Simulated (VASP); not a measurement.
Set up this calculation in VASP 6.6.1, as the native input.

- Task: single point
- Functional: LDA
- Potentials or basis: VASP PAW LDA potentials, release 64 (Pb_d)
- Cutoff: 520 eV
- k mesh: 10 × 10 × 10
- Occupations: fermi-dirac, width 0.08 eV
- Spin: no spin polarisation
- Dipole correction: no
- Further INCAR settings: ALGO = Normal; EDIFF = 1e-07; NBANDS = 21

The structure of Pb lies in POSCAR:

```
Pb
1.0
    0.0000000000      3.2943653707      3.2943653707
    3.2943653707      0.0000000000      3.2943653707
    3.2943653707      3.2943653707      0.0000000000
Pb
2
Direct
   -0.1250000000     -0.1250000000     -0.1250000000
    0.1250000000      0.1250000000      0.1250000000
```

This cell differs from its parent crystal: volume scaled by 0.9.

One way to write it, as run:

INCAR

```
ALGO = Normal
EDIFF = 1E-7
ENCUT = 520
GGA = CA
ISIF = 2
ISMEAR = -1
LASPH = True
LCHARG = True
LELF = True
LREAL = False
LVHAR = True
LWAVE = False
NBANDS = 21
NELM = 80
PREC = Accurate
SIGMA = 0.08
```

KPOINTS

```
k-points
0
Gamma
  10 10 10
```

Potentials or basis: VASP PAW LDA potentials, release 64 (Pb_d).

Run with:

```sh
$ cat potpaw_LDA.64/Pb_d/POTCAR > POTCAR
$ mpirun -np 1 vasp_std > vasp.out
```

Results of the run:

The pressure is 4.7 GPa. The band gap on the k mesh is zero (band 14 reaches 5.79 eV, above the bottom of band 15 at 4.41 eV).

Caveat: spin-orbit coupling is left out, which moves the levels of the heavy elements.

Wall time 24 s on 1 thread of Intel(R) Xeon(R) 6975P-C (Granite Rapids), with other jobs on the host, peak memory 0.2 GiB.
